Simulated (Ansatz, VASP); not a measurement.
**One calculation of AgCl, two programs**

File INCAR:

```
PREC = Accurate ; ENCUT = 520
EDIFF = 1E-7 ; ISMEAR = -1
SIGMA = 0.02 ; LREAL = False
LASPH = True ; NELM = 100
ALGO = Normal ; ISIF = 2
LWAVE = False ; LCHARG = True
GGA = PE ; LELF = True
LVHAR = True ; NBANDS = 16
```

File KPOINTS:

```
regular mesh
0
Gamma
  8 8 8
```

The input POSCAR:

```
AgCl
1.0
   -0.0463121697      2.7731838126      2.7731838126
    2.7731838126     -0.0463121697      2.7731838126
    2.7268716430      2.7268716430      0.0000000000
Ag Cl
1 1
Direct
    0.0000000000      0.0000000000      0.0000000000
    0.5000000000      0.5000000000      0.5000000000
```

Input for Ansatz:

```yaml
crystal:
  lattice:
    - [-0.0463121697, 2.7731838126, 2.7731838126]
    - [2.7731838126, -0.0463121697, 2.7731838126]
    - [2.726871643, 2.726871643, 0.0]
  atoms:
    - { symbol: Ag, position: [0.0, 0.0, 0.0] }
    - { symbol: Cl, position: [0.5, 0.5, 0.5] }
kpoints:
  mp_grid: { grid: [8, 8, 8] }
  band_path:
    path:
      - [0.0, 0.0, 0.0]
      - [0.5, 0.0, 0.5]
      - [0.625, 0.25, 0.625]
      - [0.375, 0.375, 0.75]
      - [0.5, 0.5, 0.5]
      - [0.5, 0.25, 0.75]
      - [0.0375, 0.0375, 0.075]
    npoints: 1
hamiltonian:
  xc: pbe
scf:
  occupations: { method: fermi_dirac, width: 0.02 }
  n_extra_bands: 4
output:
  forces: true
  stress: true
  eigenvalues: true
```

Change from the starting cell: shear_xy strain -3.3%.

Alike in both runs: task single point; functional PBE; k mesh 8 × 8 × 8; occupations fermi-dirac, width 0.02 eV; no spin polarisation.

|  | VASP | Ansatz |
| --- | --- | --- |
| version | VASP 6.6.1 | Ansatz 0.2.0 |
| potentials or method | VASP PAW PBE potentials, release 64 (Ag, Cl) | plane waves, PAW |
| plane-wave cutoff (eV) | 520 | 420 |
| valence electrons in the cell | 18 | 26 |

Ansatz gave:

```
gap on the k mesh at the Fermi level (eV)                     : 0.88
pressure (GPa)                                                : 1.6
traceless stress, the component that is largest in VASP (GPa) : 0.18
```

Q: What did VASP give for the same quantities?

A: gap on the k mesh at the Fermi level (eV): 0.88; pressure (GPa): 1.5; traceless stress, the component that is largest in VASP (GPa): 0.18.

VASP's potentials hold 18 valence electrons a cell and Ansatz's 26, so a difference there can come from the potentials and not from the codes.
